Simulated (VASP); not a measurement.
Si: relaxation of cell and atoms with PBE

Si:

```
Si
1.0
    -1.39112    1.39112    1.39112
     1.39112   -1.39112    1.39112
     1.39112    1.39112   -1.39112
Si
1
Direct
  0.00000 0.00000 0.00000
```

```json
{
  "Program": "VASP 6.6.1",
  "Task": "relaxation of cell and atoms",
  "Functional": "PBE",
  "Potentials or basis": "VASP PAW PBE potentials, release 64 (Si)",
  "Cutoff": "600 eV",
  "k mesh": "19 × 19 × 19",
  "Occupations": "fermi-dirac, width 0.1 eV",
  "Spin": "no spin polarisation",
  "Target pressure": "55 GPa",
  "Dipole correction": "no",
  "Further INCAR settings": "ALGO = Normal; EDIFF = 1e-06; IBRION = 2; EDIFFG = -0.005; NSW = 32; ISIF = 3"
}
```

- Relaxed volume: 10.76 Å³/atom
- Relaxed cell: a = 2.409 Å, b = 2.409 Å, c = 2.409 Å, α = 109.47°, β = 109.47°, γ = 109.47°
- Space group after relaxing (to 0.05 Å): Im-3m (No. 229)
- Energy change on relaxing (the enthalpy is what falls): +2.7 meV/atom
- Ionic steps: 3
- Pressure after relaxing: 55.0 GPa
- Band gap on the k mesh: zero (band 2 reaches 28.44 eV, above the bottom of band 3 at 10.27 eV)

The path:
| step | energy change (eV) | largest force (eV/Å) | pressure (GPa) | volume (Å³) |
| --- | --- | --- | --- | --- |
| 1 | 0.0000 | 0.0000 | 54.79 | 10.77 |
| 2 | 0.0076 | 0.0000 | 55.38 | 10.75 |
| 3 | 0.0027 | 0.0000 | 55.00 | 10.76 |

Final structure:
```
CELL_PARAMETERS angstrom
-1.39079 1.39079 1.39079
1.39079 -1.39079 1.39079
1.39079 1.39079 -1.39079
ATOMIC_POSITIONS crystal
Si 0.00000 0.00000 0.00000
```

Levels at points of the mesh, in eV from the Fermi level:
```csv
k point,band 1,band 2,band 3,band 4,band 5,band 6
"(0.00, 0.00, 0.00)",-17.40,13.94,13.94,13.94,15.97,15.97
```

It took 24 s on 1 thread of AMD EPYC 7R43 64-Core Processor (Zen 3), with other jobs on the host, peak memory 0.09 GiB.

Caveat: the cell is relaxed towards a set pressure, so the enthalpy falls and the energy may rise.
